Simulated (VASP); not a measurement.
Be: single point with PBE

Be:

```
Be
1.0
     2.49670    0.00000    0.00000
     0.00000    3.53855    0.00000
     0.00000    0.00000    3.53869
Be
4
Direct
  0.75000 0.75000 0.74999
  0.25000 0.25000 0.74999
  0.25000 0.75000 0.25001
  0.75000 0.25000 0.25001
```

```yaml
Program: VASP 6.6.1
Task: single point
Functional: PBE
Potentials_or_basis: VASP PAW PBE potentials, release 64 (Be)
Cutoff: 520 eV
k_mesh: 14 × 10 × 10
Occupations: gaussian, width 0.1 eV
Spin: no spin polarisation
```

| Quantity | Value |
| --- | --- |
| Pressure | 0.2 GPa |
| Band gap on the k mesh | zero (band 4 reaches 9.13 eV, above the bottom of band 5 at 6.76 eV) |

Levels at points of the mesh, in eV from the Fermi level:
```tsv
k point	band 2	band 3	band 4	band 5	band 6	band 7
(0.00, 0.00, 0.00)	-5.28	-5.28	0.35	0.35	3.93	3.93
(0.50, 0.00, 0.00)	-7.81	0.57	0.57	0.58	0.58	0.59
(0.00, 0.50, 0.00)	-10.11	-2.42	-2.42	1.36	1.36	6.77
(0.50, 0.50, 0.00)	-5.74	-5.74	-5.74	3.39	3.39	3.39
(0.00, 0.00, 0.50)	-10.11	-2.42	-2.42	1.36	1.36	6.77
(0.50, 0.00, 0.50)	-5.74	-5.74	-5.74	3.39	3.39	3.39
(0.00, 0.50, 0.50)	-7.83	-7.83	-7.83	9.41	9.41	9.42
(0.50, 0.50, 0.50)	-5.26	-5.26	-5.26	0.38	0.38	0.38
```

Run time: 63 s on 1 thread of AMD EPYC 9R45 (Zen 5), with other jobs on the host, peak memory 0.16 GiB.
